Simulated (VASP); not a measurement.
# Zn2Sn5N (I4/mmm) in VASP: single point with PBE

Aim: the single point of Zn2Sn5N with PBE.

All numbers are computed with VASP 6.6.1; they aren't measurements. Logs are shortened: lines on timing, memory, paths and dates and some standing lists are left out, and cuts for length are marked.

**1. The cell of the first run**

Symmetry: I4/mmm, No. 139, tetragonal system. The conventional cell has a = 5.719 Å, b = 5.719 Å, c = 11.705 Å, α = 90.00°, β = 90.00°, γ = 90.00°. Within 3.8 Å of Zn (site symmetry mmm) lie 8 Sn at 2.86 to 3.50 Å and 2 N at 2.86 Å. Sn (site symmetry 4mm) has 1 N at 2.02 Å within 2.7 Å. Sn (site symmetry -4m2) has 2 Zn at 2.93 Å and 12 Sn at 3.00 to 4.09 Å and 4 N at 4.09 Å within 4.1 Å. Within 4.1 Å of Sn (site symmetry 4/mmm) lie 4 Zn at 2.86 Å and 10 Sn at 3.83 to 4.09 Å and 4 N at 4.04 Å. Within 2.7 Å of N (site symmetry 4/mmm) lie 2 Sn at 2.02 Å.

The cell was built from a structure type or drawn by symmetry, and may not be a known phase.

**2. Single point, PBE**

Input file INCAR:

```
  ALGO = Normal
  EDIFF = 1E-7
  ENCUT = 520
  GGA = PE
  ISIF = 2
  ISMEAR = 0
  LASPH = T
  LCHARG = F
  LREAL = F
  LWAVE = F
  NBANDS = 60
  NELM = 80
  PREC = Accurate
  SIGMA = 0.1
```

Input file KPOINTS:

```
k-points
0
Gamma
  8 8 8
```

Input file POSCAR:

```
Zn2Sn5N
1.0
   -2.8592892478      2.8592892478      5.8526089940
    2.8592892478     -2.8592892478      5.8526089940
    2.8592892478      2.8592892478     -5.8526089940
Zn Sn N
2 5 1
Direct
    0.5000000000      0.0000000000      0.5000000000
    0.0000000000      0.5000000000      0.5000000000
    0.1727816676      0.1727816676      0.0000000000
    0.8272183324      0.8272183324      0.0000000000
    0.7500000000      0.2500000000      0.5000000000
    0.2500000000      0.7500000000      0.5000000000
    0.5000000000      0.5000000000      0.0000000000
    0.0000000000      0.0000000000      0.0000000000
```

Potentials or basis: VASP PAW PBE potentials, release 64 (Zn, Sn_d, N).

Run with:

```
> cat potpaw_PBE.64/Zn/POTCAR potpaw_PBE.64/Sn_d/POTCAR potpaw_PBE.64/N/POTCAR > POTCAR
> mpirun -np 1 vasp_std > vasp.out
```

OUTCAR:

```text
EDIFF = 1E-7
   ENCUT = 520
   GGA = PE
   ISIF = 2
   ISMEAR = 0
   LASPH = T
   LREAL = F
   NELM = 80
   PREC = Accurate

 ion  position               nearest neighbor table
   1  0.500  0.000  0.500-   7 2.86   7 2.86   5 2.93   6 2.93
   2  0.000  0.500  0.500-   7 2.86   7 2.86   5 2.93   6 2.93
   3  0.173  0.173  0.000-   8 2.02   6 3.00   5 3.00   5 3.00   6 3.00
   4  0.827  0.827  0.000-   8 2.02   6 3.00   5 3.00   5 3.00   6 3.00
   5  0.750  0.250  0.500-   1 2.93   2 2.93   4 3.00   3 3.00   4 3.00   3 3.00
   6  0.250  0.750  0.500-   1 2.93   2 2.93   4 3.00   3 3.00   4 3.00   3 3.00
   7  0.500  0.500  0.000-   1 2.86   2 2.86   1 2.86   2 2.86
   8  0.000  0.000  0.000-   3 2.02   4 2.02

  LATTYP: Found a body centered tetragonal cell.
 ALAT       =     5.7185784956
 C/A-ratio  =     2.0468754599

  Lattice vectors:

 A1 = (  -2.8592892478,   2.8592892478,   5.8526089940)
 A2 = (   2.8592892478,  -2.8592892478,   5.8526089940)
 A3 = (   2.8592892478,   2.8592892478,  -5.8526089940)

Analysis of symmetry for initial positions (statically):
=====================================================================
 Subroutine PRICEL returns:
 Original cell was already a primitive cell.

 Routine SETGRP: Setting up the symmetry group for a
 body centered tetragonal supercell.

 Subroutine GETGRP returns: Found 16 space group operations
 (whereof 16 operations were pure point group operations)
 out of a pool of 16 trial point group operations.

The static configuration has the point symmetry D_4h.

Analysis of symmetry for dynamics (positions and initial velocities):
=====================================================================
 Subroutine PRICEL returns:
 Original cell was already a primitive cell.

 Routine SETGRP: Setting up the symmetry group for a
 body centered tetragonal supercell.

 Subroutine GETGRP returns: Found 16 space group operations
 (whereof 16 operations were pure point group operations)
 out of a pool of 16 trial point group operations.

The dynamic configuration has the point symmetry D_4h.

 Subroutine INISYM returns: Found 16 space group operations
 (whereof 16 operations are pure point group operations),
 and found     1 'primitive' translations

----------------------------------------------------------------------------------------

[... 108 lines left out ...]
   IBRION =     -1    ionic relax: 0-MD 1-quasi-New 2-CG
   NFREE  =      0    steps in history (QN), initial steepest desc. (CG)
   ISIF   =      2    stress and relaxation
   ISYM   =      2    0-nonsym 1-usesym 2-fastsym
   POTIM  = 0.5000    time-step for ionic-motion
   TEBEG  =    0.0;   TEEND  =   0.0 temperature during run
   PSTRESS=    0.0 pullay stress
   NELECT =      99.0000    total number of electrons
   NUPDOWN=      -1.0000    fix difference up-down
   EMIN   =  10.00;   EMAX   =-10.00  energy-range for DOS
   EFERMI =   0.00;   METHOD = LEGACY
   ISMEAR =     0;   SIGMA  =   0.10  broadening in eV -4-tet -1-fermi 0-gaus
   EFERMI_NEDOS =   21; number of points for ismear=-14 and -15
   IALGO  =     38    algorithm
   IMIX   =      4    mixing-type and parameters
     AMIX     =   0.40;   BMIX     =  1.00
     AMIX_MAG =   1.60;   BMIX_MAG =  1.00
  volume/ion in A,a.u.               =      23.92       161.45
  Fermi-wavevector in a.u.,A,eV,Ry     =   1.314149  2.483382 23.497099  1.726988
  Thomas-Fermi vector in A             =   2.444422
   LORBIT       =      0    0 simple, 1 ext, 2 COOP (PROOUT), +10 PAW based schemes
   GGA     = PE    functional components
   LHFCALC =     F    Hartree Fock is set to
   AEXX    =    0.0000 exact exchange contribution
   IVDW    =     0    specifies the selected vdW correction
   LEPSILON=     F    determine dielectric tensor
   LRPA    =     F    only Hartree local field effects (RPA)
 non-spin polarized calculation
 Gauss-broadening in eV      SIGMA  =   0.10
  energy-cutoff  :      520.00
  volume of cell :      191.39
 maximum number of plane-waves:      5210
 NGX is ok and might be reduce to    54
   NGX = 27   NGY = 27   NGZ = 27

 number of electron      99.0000002 magnetization

 Free energy of the ion-electron system (eV)
  ---------------------------------------------------
  ext. energy  EPLUGINS =         0.00000000
  ---------------------------------------------------
  free energy    TOTEN  =       -27.00194691 eV

  energy without entropy =      -26.98430918  energy(sigma->0) =      -26.99312804

 E-fermi :   5.8620     XC(G=0): -10.0660

 val. band max:        5.8328947480   @ k =  -0.2500  -0.2500   0.2500
 cond. band min:       5.8678002688   @ k =  -0.2500   0.2500   0.2500
 fundamental gap:      0.0349055209
 Fermi energy:         5.8620294977

 k-point     1 :       0.0000    0.0000    0.0000
  band No.  band energies     occupation
      1     -15.8482      2.00000
      2     -15.7254      2.00000
      3     -15.7086      2.00000
      4     -15.6968      2.00000
      5     -15.6913      2.00000
      6     -15.6203      2.00000
[... 1501 lines left out ...]
     59      10.3035      0.00000
     60      10.9835      0.00000

 [... further k-points ...]

------------------------ aborting loop because EDIFF is reached ----------------------------------------

  FORCE on cell =-STRESS in cart. coord.  units (eV):
  Direction    XX          YY          ZZ          XY          YZ          ZX
  --------------------------------------------------------------------------------------
  -------------------------------------------------------------------------------------
  Total       -0.0193884     -0.0193884     -0.0471260      0.0000000     -0.0000000     -0.0000000
  in kB       -0.1623032     -0.1623032     -0.3944983      0.0000000     -0.0000000     -0.0000000
  external PRESSURE =      -0.2397016 kB  Pullay stress =       0.0000000 kB

 VOLUME and BASIS-vectors are now :
 -----------------------------------------------------------------------------
  energy-cutoff  :      520.00
  volume of cell :      191.39
      direct lattice vectors                 reciprocal lattice vectors
    -2.859289248  2.859289248  5.852608994     0.000000000  0.174868632  0.085431984
     2.859289248 -2.859289248  5.852608994     0.174868632  0.000000000  0.085431984
     2.859289248  2.859289248 -5.852608994     0.174868632  0.174868632  0.000000000

 POSITION                                       TOTAL-FORCE (eV/Angst)
 -----------------------------------------------------------------------------------
      0.00000      2.85929      0.00000        -0.000000     -0.000000      0.000000
      2.85929      0.00000      0.00000        -0.000000     -0.000000     -0.000000
      0.00000      0.00000      2.02245         0.000000      0.000000      0.005901
      0.00000      0.00000      9.68277         0.000000      0.000000     -0.005901
     -0.00000      2.85929      2.92630        -0.000000     -0.000000      0.000000
      2.85929     -0.00000      2.92630        -0.000000     -0.000000      0.000000
      0.00000      0.00000      5.85261        -0.000000     -0.000000     -0.000000
      0.00000      0.00000      0.00000        -0.000000     -0.000000      0.000000
 -----------------------------------------------------------------------------------
    total drift:                               -0.000000     -0.000000      0.000000

  FREE ENERGIE OF THE ION-ELECTRON SYSTEM (eV)
  ---------------------------------------------------
  free  energy   TOTEN  =       -27.0019469058 eV

  energy  without entropy=      -26.9843091792  energy(sigma->0) =      -26.99312804
```

OSZICAR:

```text
N       E                     dE             d eps       ncg     rms          rms(c)
DAV:   1     0.108429930216E+04    0.10843E+04   -0.46936E+04  7332   0.253E+03
DAV:   2     0.168724155062E+03   -0.91558E+03   -0.89520E+03  7080   0.688E+02
DAV:   3    -0.140313306094E+02   -0.18276E+03   -0.17682E+03  7620   0.237E+02
DAV:   4    -0.301814020429E+02   -0.16150E+02   -0.15742E+02  8236   0.702E+01
DAV:   5    -0.307372687262E+02   -0.55587E+00   -0.55400E+00  7944   0.132E+01    0.113E+01
DAV:   6    -0.274917037234E+02    0.32456E+01   -0.13832E+01 11708   0.374E+01    0.896E+00
DAV:   7    -0.270271083960E+02    0.46460E+00   -0.10751E+01  8012   0.137E+01    0.345E+00
DAV:   8    -0.270253436494E+02    0.17647E-02   -0.10096E+00  7652   0.478E+00    0.178E+00
DAV:   9    -0.270096139879E+02    0.15730E-01   -0.17093E-01 11008   0.246E+00    0.845E-01
DAV:  10    -0.270008599658E+02    0.87540E-02   -0.63963E-02  8260   0.157E+00    0.160E-01
DAV:  11    -0.270019840271E+02   -0.11241E-02   -0.12386E-02  9456   0.544E-01    0.128E-01
DAV:  12    -0.270019276708E+02    0.56356E-04   -0.80797E-04  9568   0.277E-01    0.370E-02
DAV:  13    -0.270019553039E+02   -0.27633E-04   -0.25684E-04  7756   0.134E-01    0.223E-02
DAV:  14    -0.270019480645E+02    0.72394E-05   -0.25043E-05 11664   0.425E-02    0.894E-03
DAV:  15    -0.270019475254E+02    0.53905E-06   -0.92003E-06  8500   0.218E-02    0.585E-03
DAV:  16    -0.270019468951E+02    0.63037E-06   -0.15917E-06  9040   0.718E-03    0.125E-03
DAV:  17    -0.270019469058E+02   -0.10776E-07   -0.38335E-07  5984   0.479E-03
   1 F= -.27001947E+02 E0= -.26993128E+02  d E =-.176377E-01
```

Wall time 32 min (1 thread of Intel Xeon 8259CL, shared host); peak memory 0.77 GiB.

Results:

| Property | Result |
| --- | --- |
| Free energy | -27.0019 eV |
| Pressure | 0.0 GPa |
| Largest force | 0.006 eV/Å |
| Band gap on the k mesh | zero (an odd number of electrons rules out a gap without spin polarisation) |

Forces on the atoms (eV/Å):
```
Zn   0.000  0.000  0.000
Zn   0.000  0.000  0.000
Sn   0.000  0.000  0.006
Sn   0.000  0.000 -0.006
Sn   0.000  0.000  0.000
Sn   0.000  0.000  0.000
Sn   0.000  0.000  0.000
N    0.000  0.000  0.000
```

Caveat: spin-orbit coupling is left out, which moves the levels of the heavy elements.
